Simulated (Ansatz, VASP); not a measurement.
Al5N: VASP beside Ansatz

```xyz
6
Lattice="5.0753 0.0000 0.0000 -2.5377 4.3954 0.0000 0.0000 0.0000 4.2252" Properties=species:S:1:pos:R:3 pbc="T T T"
Al   -1.2688    2.1977    2.1126
Al    0.0000    2.9302    0.0000
Al    2.5377    1.4651    0.0000
Al    2.5377    0.0000    2.1126
Al    1.2688    2.1977    2.1126
N     0.0000    0.0000    0.0000
```

Change from the starting cell: species swapped into the DyRh5 type (P6/mmm, No. 191).

Alike in both runs: task single point; functional PBE; k mesh 6 × 6 × 4; occupations gaussian, width 0.1 eV; no spin polarisation.

|  | VASP | Ansatz |
| --- | --- | --- |
| version | VASP 6.6.1 | Ansatz 0.2.0 |
| potentials or method | VASP PAW PBE potentials, release 64 (Al, N), cutoff 520 eV | scalar-relativistic, plane waves, PAW |
| valence electrons in the cell | 20 | 20 |

Ansatz gave:

* gap on the k mesh at the Fermi level (eV): none
* pressure (GPa): 10.8
* traceless stress, the component that is largest in VASP (GPa): 8.41

Question: Estimate VASP's values.

Answer: gap on the k mesh at the Fermi level (eV): none; pressure (GPa): 10.8; traceless stress, the component that is largest in VASP (GPa): 8.39.

A gap of «none» marks a metal or a gap that the smearing closes. With one functional, cell and mesh, what is left measures potentials, basis and numerics.

The k mesh is coarse, so the values compare programs but aren't converged.
